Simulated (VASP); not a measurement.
Set up this calculation in VASP 6.6.1, as the native input.

```yaml
Task: single point
Functional: LDA
Potentials_or_basis: VASP PAW LDA potentials, release 64 (Mo_sv, S)
Cutoff: 520 eV
k_mesh: 15 × 15 × 15
Occupations: fermi-dirac, width 0.05 eV
Spin: no spin polarisation
Dipole_correction: no
Further_INCAR_settings: ALGO = Normal; EDIFF = 1e-06; NBANDS = 20
```

The structure of MoS2 lies in POSCAR:

```
MoS2
1.0
    1.5498703497      0.8948180636      6.1233300000
   -1.5498703497      0.8948180636      6.1233300000
    0.0000000000     -1.7896361271      6.1233300000
Mo S
1 2
Direct
    0.0000000000      0.0000000000      0.0000000000
    0.7484000000      0.7484000000      0.7484000000
    0.5849000000      0.5849000000      0.5849000000
```

This cell differs from its parent crystal: equal xx and yy strain of -2 %.

One way to write it, as run:

INCAR

```
PREC = Accurate ; ENCUT = 520
EDIFF = 1E-6 ; ISMEAR = -1
SIGMA = 0.05 ; LREAL = False
LASPH = True ; NELM = 80
ALGO = Normal ; ISIF = 2
LWAVE = False ; LCHARG = False
GGA = CA ; NBANDS = 20
```

KPOINTS

```
regular mesh
0
Gamma
  15 15 15
```

Potentials or basis: VASP PAW LDA potentials, release 64 (Mo_sv, S).

Launch:

```bash
$ cat potpaw_LDA.64/Mo_sv/POTCAR potpaw_LDA.64/S/POTCAR > POTCAR
$ mpirun -np 1 vasp_std > vasp.out
```

Results of the run:

- Pressure: 8.6 GPa
- Largest force: 1.341 eV/Å
- Band gap on the k mesh: 0.92 eV, indirect (least direct gap 1.83 eV)

Caveat: the cell differs from its parent crystal (equal xx and yy strain of -2 %); forces of over 1 eV/Å act on the atoms, so gaps and moduli don't describe the material at rest.

Wall time 12 min on 1 thread of AMD EPYC 9R45 96-Core Processor (Zen 5) (shared host), peak memory 0.46 GiB.
